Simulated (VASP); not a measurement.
# SnSe (P4/nmm) in VASP: a series of runs

SnSe is run at these levels: r2SCAN; tasks: single point.

Everything below comes from runs of VASP 6.6.1. Logs are shortened: lines on timing, memory, paths and dates and some standing lists are left out, and cuts for length are marked.

### 1 The cell of the first run

The structure is tetragonal, space group P4/nmm (No. 129). Conventional cell: a = 4.407 Å, b = 4.407 Å, c = 10.396 Å, α = 90.00°, β = 90.00°, γ = 90.00°. Sn (site symmetry 4mm) has 5 Se at 2.53 to 3.12 Å within 3.3 Å. Se (site symmetry 4mm) has 5 Sn at 2.53 to 3.12 Å within 3.3 Å.

### 2 Single point, r2SCAN

File POSCAR:

```
SnSe
1.0
    4.4068929309      0.0000000000      0.0000000000
    0.0000000000      4.4068929309      0.0000000000
    0.0000000000      0.0000000000     10.3956171213
Sn Se
2 2
Direct
    0.5000000000      0.0000000000      0.3713940265
    0.0000000000      0.5000000000      0.6286059735
    0.5000000000      0.0000000000      0.6150878825
    0.0000000000      0.5000000000      0.3849121175
```

File INCAR.step1:

```
SYSTEM = SnSe
  PREC = Accurate
  ENCUT = 520
  ISMEAR = 0
  SIGMA = 0.05
  LREAL = .FALSE.
  LASPH = .TRUE.
  NELM = 80
  NBANDS = 28
  GGA = PE
  ALGO = Normal
  EDIFF = 1E-4
  LWAVE = .TRUE.
  LCHARG = .FALSE.
```

File INCAR.step2:

```
SYSTEM = SnSe
  PREC = Accurate
  ENCUT = 520
  EDIFF = 1E-7
  ISMEAR = 0
  SIGMA = 0.05
  LREAL = .FALSE.
  LASPH = .TRUE.
  NELM = 80
  ALGO = Normal
  ISIF = 2
  LWAVE = .FALSE.
  LCHARG = .TRUE.
  METAGGA = R2SCAN
  LMIXTAU = .TRUE.
  LELF = .TRUE.
  LVHAR = .TRUE.
  NBANDS = 28
  ISTART = 1
```

File KPOINTS:

```
regular mesh
0
G
  8 8 4
  0 0 0
```

Potentials or basis: VASP PAW PBE potentials, release 64 (Sn_d, Se).

Started as:

```bash
cat potpaw_PBE.64/Sn_d/POTCAR potpaw_PBE.64/Se/POTCAR > POTCAR
cp INCAR.step1 INCAR
mpirun -np 1 vasp_std > vasp.out
cp INCAR.step2 INCAR
mpirun -np 1 vasp_std > vasp.out
```

OUTCAR:

```text
SYSTEM = SnSe
   PREC = Accurate
   ENCUT = 520
   EDIFF = 1E-7
   ISMEAR = 0
   LREAL = .FALSE.
   LASPH = .TRUE.
   NELM = 80
   ISIF = 2
   METAGGA = R2SCAN
   ISTART = 1

 ion  position               nearest neighbor table
   1  0.500  0.000  0.371-   3 2.53   4 3.12   4 3.12   4 3.12   4 3.12
   2  0.000  0.500  0.629-   4 2.53   3 3.12   3 3.12   3 3.12   3 3.12
   3  0.500  0.000  0.615-   1 2.53   2 3.12   2 3.12   2 3.12   2 3.12
   4  0.000  0.500  0.385-   2 2.53   1 3.12   1 3.12   1 3.12   1 3.12

  LATTYP: Found a simple tetragonal cell.
 ALAT       =     4.4068929309
 C/A-ratio  =     2.3589447904

  Lattice vectors:

 A1 = (   4.4068929309,   0.0000000000,   0.0000000000)
 A2 = (   0.0000000000,   4.4068929309,   0.0000000000)
 A3 = (   0.0000000000,   0.0000000000,  10.3956171213)

Analysis of symmetry for initial positions (statically):
=====================================================================
 Subroutine PRICEL returns:
 Original cell was already a primitive cell.

 Routine SETGRP: Setting up the symmetry group for a
 simple tetragonal supercell.

 Subroutine GETGRP returns: Found 16 space group operations
 (whereof  8 operations were pure point group operations)
 out of a pool of 16 trial point group operations.

The static configuration has the point symmetry D_2d.
 The point group associated with its full space group is D_4h.

Analysis of symmetry for dynamics (positions and initial velocities):
=====================================================================
 Subroutine PRICEL returns:
 Original cell was already a primitive cell.

 Routine SETGRP: Setting up the symmetry group for a
 simple tetragonal supercell.

 Subroutine GETGRP returns: Found 16 space group operations
 (whereof  8 operations were pure point group operations)
 out of a pool of 16 trial point group operations.

The dynamic configuration has the point symmetry D_2d.
 The point group associated with its full space group is D_4h.

 Subroutine INISYM returns: Found 16 space group operations
 (whereof  8 operations are pure point group operations),
 and found     1 'primitive' translations

----------------------------------------------------------------------------------------

                                     Primitive cell

  volume of cell :     201.8902

  direct lattice vectors                    reciprocal lattice vectors
     4.406892931  0.000000000  0.000000000     0.226917244  0.000000000  0.000000000
[... 86 lines left out ...]
   LSORBIT =      F    spin-orbit coupling
   LASPH  =      T    aspherical Exc in radial PAW
   ENCUT  =  520.0 eV  38.22 Ry    6.18 a.u.   8.19  8.19 19.33*2*pi/ulx,y,z
   NELM   =     80;   NELMIN=  2; NELMDL=  0     # of ELM steps
   EDIFF  = 0.1E-06   stopping-criterion for ELM
   LREAL  =      F    real-space projection
   EDIFFG = 0.1E-05   stopping-criterion for IOM
   NSW    =      0    number of steps for IOM
   IBRION =     -1    ionic relax: 0-MD 1-quasi-New 2-CG
   NFREE  =      0    steps in history (QN), initial steepest desc. (CG)
   ISIF   =      2    stress and relaxation
   ISYM   =      2    0-nonsym 1-usesym 2-fastsym
   POTIM  = 0.5000    time-step for ionic-motion
   TEBEG  =    0.0;   TEEND  =   0.0 temperature during run
   PSTRESS=    0.0 pullay stress
   NELECT =      40.0000    total number of electrons
   NUPDOWN=      -1.0000    fix difference up-down
   EMIN   =  10.00;   EMAX   =-10.00  energy-range for DOS
   EFERMI =   0.00;   METHOD = LEGACY
   ISMEAR =     0;   SIGMA  =   0.05  broadening in eV -4-tet -1-fermi 0-gaus
   EFERMI_NEDOS =   21; number of points for ismear=-14 and -15
   IALGO  =     38    algorithm
   IMIX   =      4    mixing-type and parameters
     AMIX     =   0.40;   BMIX     =  1.00
     AMIX_MAG =   1.60;   BMIX_MAG =  1.00
  volume/ion in A,a.u.               =      50.47       340.61
  Fermi-wavevector in a.u.,A,eV,Ry     =   0.954384  1.803524 12.392846  0.910848
  Thomas-Fermi vector in A             =   2.083125
   LORBIT       =      0    0 simple, 1 ext, 2 COOP (PROOUT), +10 PAW based schemes
   METAGGA = R2SCAN    functional components
   LHFCALC =     F    Hartree Fock is set to
   AEXX    =    0.0000 exact exchange contribution
   IVDW    =     0    specifies the selected vdW correction
   LEPSILON=     F    determine dielectric tensor
   LRPA    =     F    only Hartree local field effects (RPA)
 non-spin polarized calculation
 Gauss-broadening in eV      SIGMA  =   0.05
  energy-cutoff  :      520.00
  volume of cell :      201.89
 maximum number of plane-waves:      5480
 NGX is ok and might be reduce to    36

 number of electron      39.9999994 magnetization

 Free energy of the ion-electron system (eV)
  ---------------------------------------------------
  ext. energy  EPLUGINS =         0.00000000
  ---------------------------------------------------
  free energy    TOTEN  =       -79.39557182 eV

  energy without entropy =      -79.39557182  energy(sigma->0) =      -79.39557182

 E-fermi :   0.5312     XC(G=0):  -6.2807

 val. band max:        0.2820431281   @ k =   0.3750   0.0000   0.5000
 cond. band min:       1.7436493365   @ k =   0.3750   0.0000   0.5000
 fundamental gap:      1.4616062084
 Fermi energy:         0.5312429038

 k-point     1 :       0.0000    0.0000    0.0000
  band No.  band energies     occupation
      1     -21.4458      2.00000
      2     -21.4409      2.00000
      3     -21.4395      2.00000
      4     -21.4318      2.00000
      5     -21.3966      2.00000
      6     -21.3604      2.00000
[... 733 lines left out ...]
     27       6.9882      0.00000
     28       6.9882      0.00000

 [... further k-points ...]
[... 5 lines left out ...]
  --------------------------------------------------------------------------------------
  -------------------------------------------------------------------------------------
  Total       -1.6488140     -1.6488140      4.7946246      0.0000000      0.0000000      0.0000000
  in kB      -13.0847967    -13.0847967     38.0495845      0.0000000      0.0000000      0.0000000
  external PRESSURE =       3.9599970 kB  Pullay stress =       0.0000000 kB

 VOLUME and BASIS-vectors are now :
 -----------------------------------------------------------------------------
  energy-cutoff  :      520.00
  volume of cell :      201.89
      direct lattice vectors                 reciprocal lattice vectors
     4.406892931  0.000000000  0.000000000     0.226917244  0.000000000  0.000000000
     0.000000000  4.406892931  0.000000000     0.000000000  0.226917244  0.000000000
     0.000000000  0.000000000 10.395617121     0.000000000  0.000000000  0.096194385

 POSITION                                       TOTAL-FORCE (eV/Angst)
 -----------------------------------------------------------------------------------
      2.20345      0.00000      3.86087        -0.000000      0.000000     -0.925252
      0.00000      2.20345      6.53475         0.000000      0.000000      0.925252
      2.20345      0.00000      6.39422        -0.000000      0.000000      0.987532
      0.00000      2.20345      4.00140        -0.000000     -0.000000     -0.987532
 -----------------------------------------------------------------------------------
    total drift:                                0.000000      0.000000     -0.000000

  FREE ENERGIE OF THE ION-ELECTRON SYSTEM (eV)
  ---------------------------------------------------
  free  energy   TOTEN  =       -79.3955718190 eV

  energy  without entropy=      -79.3955718190  energy(sigma->0) =      -79.39557182
```

OUTCAR.step1:

```text
SYSTEM = SnSe
   PREC = Accurate
   ENCUT = 520
   ISMEAR = 0
   LREAL = .FALSE.
   LASPH = .TRUE.
   NELM = 80
[... 975 lines left out ...]
      0.00000      2.20345      6.53475         0.000000      0.000000      1.106140
      2.20345      0.00000      6.39422        -0.000000      0.000000      1.262286
      0.00000      2.20345      4.00140        -0.000000      0.000000     -1.262286
 -----------------------------------------------------------------------------------
    total drift:                                0.000000      0.000000     -0.000000

  FREE ENERGIE OF THE ION-ELECTRON SYSTEM (eV)
  ---------------------------------------------------
  free  energy   TOTEN  =       -16.0403129529 eV

  energy  without entropy=      -16.0403129529  energy(sigma->0) =      -16.04031295
```

Run time: 14 min. Hardware: 1 thread of AMD EPYC 9R45 (Zen 5), shared host; peak memory 0.46 GiB.

Results:

- Free energy: -79.3956 eV
- Pressure: 0.4 GPa
- Largest force: 0.988 eV/Å
- Band gap on the k mesh: 1.46 eV

Forces on the atoms (eV/Å):
```
Sn   0.000  0.000 -0.925
Sn   0.000  0.000  0.925
Se   0.000  0.000  0.988
Se   0.000  0.000 -0.988
```

Caveat: the PAW data sets were made with another functional, which shifts forces and pressure a little; spin-orbit coupling is left out, which moves the levels of the heavy elements. A k mesh can miss the band edges.

### 3 Single point, r2SCAN

This run uses another cell than the first one, of the same volume but with other edges.

File POSCAR:

```
SnSe
1.0
    4.1520656639      0.0000000000      0.0000000000
    0.0000000000      4.1520656639      0.0000000000
    0.0000000000      0.0000000000     11.7108076459
Sn Se
2 2
Direct
    0.5000000000      0.0000000000      0.3713940265
    0.0000000000      0.5000000000      0.6286059735
    0.5000000000      0.0000000000      0.6150878825
    0.0000000000      0.5000000000      0.3849121175
```

File INCAR.step1:

```
PREC     = Accurate       # precision mode
ENCUT    = 520            # plane-wave cutoff, eV
ISMEAR   = 0              # smearing method
SIGMA    = 0.05           # smearing width, eV
LREAL    = False          # projectors in reciprocal space
LASPH    = True           # aspherical terms in the spheres
NELM     = 80             # most SCF steps
NBANDS   = 28             # bands
GGA      = PE             # functional
ALGO     = Normal         # electronic algorithm
EDIFF    = 1E-4           # SCF threshold, eV
LWAVE    = True           # write WAVECAR
LCHARG   = False          # write CHGCAR
```

File INCAR.step2:

```
PREC     = Accurate       # precision mode
ENCUT    = 520            # plane-wave cutoff, eV
EDIFF    = 1E-6           # SCF threshold, eV
ISMEAR   = 0              # smearing method
SIGMA    = 0.05           # smearing width, eV
LREAL    = False          # projectors in reciprocal space
LASPH    = True           # aspherical terms in the spheres
NELM     = 80             # most SCF steps
ALGO     = Normal         # electronic algorithm
ISIF     = 2              # what is computed and relaxed
LWAVE    = False          # write WAVECAR
LCHARG   = True           # write CHGCAR
METAGGA  = R2SCAN         # meta-GGA
LMIXTAU  = True         
LELF     = True           # ELF
LVHAR    = True         
NBANDS   = 28             # bands
ISTART   = 1
```

File KPOINTS:

```
regular mesh
0
Gamma
  8 8 4
```

Potentials or basis: VASP PAW PBE potentials, release 64 (Sn_d, Se).

Started as:

```bash
cat potpaw_PBE.64/Sn_d/POTCAR potpaw_PBE.64/Se/POTCAR > POTCAR
cp INCAR.step1 INCAR
mpirun -np 1 vasp_std > vasp.out
cp INCAR.step2 INCAR
mpirun -np 1 vasp_std > vasp.out
```

Wall time 10 min (1 thread of AMD EPYC 9R45 (Zen 5), shared host); peak memory 0.44 GiB.

The run converged. Its results:

```
Free energy            : -79.3856 eV
Largest force          : 0.514 eV/Å
Band gap on the k mesh : 0.99 eV (least direct gap 1.31 eV)
```

Forces on the atoms (eV/Å):
```
Sn   0.000  0.000  0.447
Sn   0.000  0.000 -0.447
Se   0.000  0.000 -0.514
Se   0.000  0.000  0.514
```

Levels at points of the mesh, in eV from the valence-band top:
| k point | band 16 | band 17 | band 18 | band 19 | band 20 | band 21 | band 22 | band 23 | band 24 | band 25 |
| --- | --- | --- | --- | --- | --- | --- | --- | --- | --- | --- |
| (0.00, 0.00, 0.00) | -3.55 | -3.55 | -2.50 | -2.50 | -0.78 | 1.06 | 3.47 | 3.92 | 5.06 | 5.10 |
| (0.50, 0.00, 0.00) | -2.80 | -1.94 | -1.94 | -0.19 | -0.19 | 1.49 | 1.49 | 1.96 | 1.96 | 2.53 |
| (0.50, 0.50, 0.00) | -5.52 | -4.28 | -4.28 | -2.21 | -2.21 | 3.02 | 3.02 | 4.52 | 4.52 | 5.57 |
| (0.00, 0.00, 0.50) | -3.55 | -3.55 | -2.50 | -2.50 | -0.78 | 0.99 | 3.92 | 4.21 | 4.49 | 5.10 |
| (0.50, 0.00, 0.50) | -2.80 | -1.94 | -1.94 | -0.19 | -0.19 | 1.49 | 1.49 | 1.96 | 1.96 | 2.50 |
| (0.50, 0.50, 0.50) | -5.52 | -4.28 | -4.28 | -2.21 | -2.21 | 3.00 | 3.00 | 4.55 | 4.55 | 5.52 |

Caveat: the PAW data sets were made with another functional, which shifts forces and pressure a little; spin-orbit coupling is left out, which moves the levels of the heavy elements.
